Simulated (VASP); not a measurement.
Here is a VASP 6.6.1 calculation.

INCAR

```
SYSTEM = Ga2Te2O
ALGO     = Normal         ! electronic algorithm
EDIFF    = 1E-6           ! SCF threshold, eV
EDIFFG   = -0.025         ! ionic threshold
ENCUT    = 600            ! plane-wave cutoff, eV
GGA      = PE             ! functional
IBRION   = 2              ! ionic algorithm
ISIF     = 3              ! what is computed and relaxed
ISMEAR   = 0              ! smearing method
LASPH    = .TRUE.         ! aspherical terms in the spheres
LCHARG   = .FALSE.        ! write CHGCAR
LREAL    = .FALSE.        ! projectors in reciprocal space
LWAVE    = .FALSE.        ! write WAVECAR
NELM     = 80             ! most SCF steps
NSW      = 80             ! ionic steps
PREC     = Accurate       ! precision mode
SIGMA    = 0.1            ! smearing width, eV
```

File KPOINTS:

```
k-points
0
G
  2 2 2
  0 0 0
```

The input POSCAR:

```
Ga2Te2O
1.0
   -2.2602401185     -5.8281883741      3.0754601696
   -1.9609771074      5.6689554959      2.9781185452
   -4.0648959129     -0.0587405947     -5.9432890870
Ga Te O
4 4 2
Direct
    0.6669527759      0.3772131801      0.9879849093
    0.1412244116      0.8696241811      0.4804245916
    0.3729517672      0.6480986304      0.9839671174
    0.8569588958      0.1514867496      0.4854678857
    0.9641348199      0.2738976599      0.8751915661
    0.4726950333      0.7836328717      0.3874206250
    0.2848220324      0.9803484407      0.8869868368
    0.7789434131      0.4615960874      0.3759581896
    0.5791914218      0.5748328710      0.9180932686
    0.0821254290      0.0792693278      0.4185050099
```

Potentials or basis: VASP PAW PBE potentials, release 64 (Ga_d, Te, O).

Run with:

```sh
$ cat potpaw_PBE.64/Ga_d/POTCAR potpaw_PBE.64/Te/POTCAR potpaw_PBE.64/O/POTCAR > POTCAR
$ mpirun -np 1 vasp_std > vasp.out
```

(1) Estimate the space group after relaxing (to 0.1 Å).

(2) What does it give for the relaxed cell?

Results:

(1) Imm2 (No. 44).

(2) a = 6.848 Å, b = 6.848 Å, c = 7.330 Å, α = 100.26°, β = 100.31°, γ = 115.27°.

Caveat: the k points lie up to 0.53 Å⁻¹ apart in the final cell.
